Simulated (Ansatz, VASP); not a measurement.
Bi2Se3 in VASP and in Ansatz

INCAR

```
SYSTEM = Bi2Se3
ALGO = Normal
EDIFF = 1E-6
ENCUT = 520
GGA = PE
ISIF = 2
ISMEAR = 0
LASPH = .True.
LCHARG = .True.
LELF = .True.
LREAL = .False.
LVHAR = .True.
LWAVE = .False.
NBANDS = 32
NELM = 80
PREC = Accurate
SIGMA = 0.03
```

Contents of KPOINTS:

```
k-points
0
Gamma
  12 12 12
  0 0 0
```

The input POSCAR:

```
Bi2Se3
1.0
    2.1298818586      1.2296878644      9.0292046991
   -2.1298818586      1.2296878644      9.0292046991
    0.0000000000     -2.4593757288      9.0292046991
Bi Se
2 3
Direct
    0.4008000000      0.4008000000      0.4008000000
    0.5992000000      0.5992000000      0.5992000000
    0.0000000000      0.0000000000      0.0000000000
    0.2117000000      0.2117000000      0.2117000000
    0.7883000000      0.7883000000      0.7883000000
```

Input for Ansatz:

```yaml
crystal:
  lattice:
    - [2.1298818586, 1.2296878644, 9.0292046991]
    - [-2.1298818586, 1.2296878644, 9.0292046991]
    - [0.0, -2.4593757288, 9.0292046991]
  atoms:
    - { symbol: Bi, position: [0.4008, 0.4008, 0.4008] }
    - { symbol: Bi, position: [0.5992, 0.5992, 0.5992] }
    - { symbol: Se, position: [0.0, 0.0, 0.0] }
    - { symbol: Se, position: [0.2117, 0.2117, 0.2117] }
    - { symbol: Se, position: [0.7883, 0.7883, 0.7883] }
basis:
  ecutwfc: 420
kpoints:
  mp_grid: { grid: [12, 12, 12] }
hamiltonian:
  xc: pbe
scf:
  occupations: { method: gaussian, width: 0.03 }
output:
  forces: true
  stress: true
  eigenvalues: true
```

Alike in both runs: task single point; functional PBE; k mesh 12 × 12 × 12; occupations gaussian, width 0.03 eV; no spin polarisation.

|  | VASP | Ansatz |
| --- | --- | --- |
| version | VASP 6.6.1 | Ansatz 0.2.0 |
| potentials or method | VASP PAW PBE potentials, release 64 (Bi_d, Se), cutoff 520 eV | scalar-relativistic, plane waves, PAW |
| valence electrons in the cell | 48 | 78 |

VASP gave:

```
gap on the k mesh at the Fermi level (eV)                     : 0.04
least direct gap on the mesh (eV)                             : 0.04
pressure (GPa)                                                : 2.4
traceless stress, the component that is largest in VASP (GPa) : 1.93
rms of the force components (eV/Å)                            : 0.106
```

What did Ansatz give for the same quantities?

gap on the k mesh at the Fermi level (eV): 0.03; least direct gap on the mesh (eV): 0.03; pressure (GPa): 2.4; traceless stress, the component that is largest in VASP (GPa): 1.93; rms of the force components (eV/Å): 0.102.

Atom by atom the forces differ by 0.005 eV/Å (rms over components). The functional is the same, so the differences come from potentials, cutoffs and numerics. VASP's potentials hold 48 valence electrons a cell and Ansatz's 78, so a difference there can come from the potentials and not from the codes.

Neither program's run includes spin-orbit coupling.
